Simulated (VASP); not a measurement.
A run of VASP 6.6.1 is set up as follows.

File INCAR:

```
PREC = Accurate ; ENCUT = 400
EDIFF = 1E-6 ; ISMEAR = 0
SIGMA = 0.1 ; LREAL = F
LASPH = T ; NELM = 120
ALGO = Normal ; ISIF = 2
LWAVE = F ; LCHARG = F
LDIPOL = T ; IDIPOL = 3
DIPOL = 0.5 0.5 0.287 ; GGA = PE
NBANDS = 12 ; GGA_COMPAT = F
NELMDL = -8
```

The input KPOINTS:

```
Automatic mesh
0
Gamma
  9 9 1
```

Contents of POSCAR:

```
Al
1.0
    2.8567582918      0.0000000000      0.0000000000
    0.0000000000      2.8567582918      0.0000000000
    0.0000000000      0.0000000000     21.1746954317
Al
3
Direct
    0.5000000000      0.5000000000      0.1889047242
    0.0000000000      0.0000000000      0.2873641967
    0.5000000000      0.5000000000      0.3860596464
```

Potentials or basis: VASP PAW PBE potentials, release 64 (Al).

Command:

```bash
$ cat potpaw_PBE.64/Al/POTCAR > POTCAR
$ mpirun -np 1 vasp_std > vasp.out
```

**Question.** Estimate the largest force.

**Answer.** 0.114 eV/Å.

Forces in eV/Å, atoms in the order of the input:
```
Al   0.000  0.000 -0.114
Al   0.000  0.000  0.015
Al   0.000  0.000  0.099
```
